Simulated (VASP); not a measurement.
Set up this calculation in VASP 6.6.1, as the native input.

- Task: electric field gradients
- Functional: PBEsol
- Potentials or basis: VASP PAW PBE potentials, release 64 (Sb)
- Cutoff: 520 eV
- k mesh: 12 × 12 × 7
- Occupations: fermi-dirac, width 0.05 eV
- Spin: no spin polarisation
- Dipole correction: no
- Further INCAR settings: ALGO = Normal; EDIFF = 1e-08; NBANDS = 12

The structure of Sb lies in POSCAR:

```
Sb
1.0
    3.3690001795     -0.0336900018     -0.0336900018
   -1.7136764872      2.9344847417     -0.0123313965
   -0.0533000000     -0.0533000000      5.3300000000
Sb
2
Direct
    0.3333333333      0.6666666667      0.2500000000
    0.6666666667      0.3333333333      0.7500000000
```

This cell differs from its parent crystal: equal xy, yz and zx shear strains of -2 %.

The input as run:

INCAR

```
SYSTEM = Sb
ALGO     = Normal         ! electronic algorithm
EDIFF    = 1E-8           ! SCF threshold, eV
ENCUT    = 520            ! plane-wave cutoff, eV
GGA      = PS             ! functional
ISIF     = 2              ! what is computed and relaxed
ISMEAR   = -1             ! smearing method
LASPH    = .TRUE.         ! aspherical terms in the spheres
LCHARG   = .FALSE.        ! write CHGCAR
LEFG     = .TRUE.       
LREAL    = .FALSE.        ! projectors in reciprocal space
LWAVE    = .FALSE.        ! write WAVECAR
NBANDS   = 12             ! bands
NELM     = 80             ! most SCF steps
PREC     = Accurate       ! precision mode
SIGMA    = 0.05           ! smearing width, eV
```

KPOINTS

```
k-points
0
G
  12 12 7
  0 0 0
```

Potentials or basis: VASP PAW PBE potentials, release 64 (Sb).

The run is started by

```console
$ cat potpaw_PBE.64/Sb/POTCAR > POTCAR
$ mpirun -np 1 vasp_std > vasp.out
```

It gave:

| Property | Result |
| --- | --- |
| Pressure | -0.1 GPa |
| Largest force | 0.030 eV/Å |
| Band gap on the k mesh | zero (band 5 reaches 12.62 eV, above the bottom of band 6 at 5.80 eV) |

Caveat: the cell differs from its parent crystal (equal xy, yz and zx shear strains of -2 %); without QUAD_EFG the Cq values of the log hold for a quadrupole moment of 1 mb, not for the nuclei; the PAW data sets were made with another functional, which shifts forces and pressure a little; spin-orbit coupling is left out, which moves the levels of the heavy elements.

Wall time 100 s on 1 thread of Intel(R) Xeon(R) Platinum 8559C (Emerald Rapids) (shared host), peak memory 0.4 GiB.
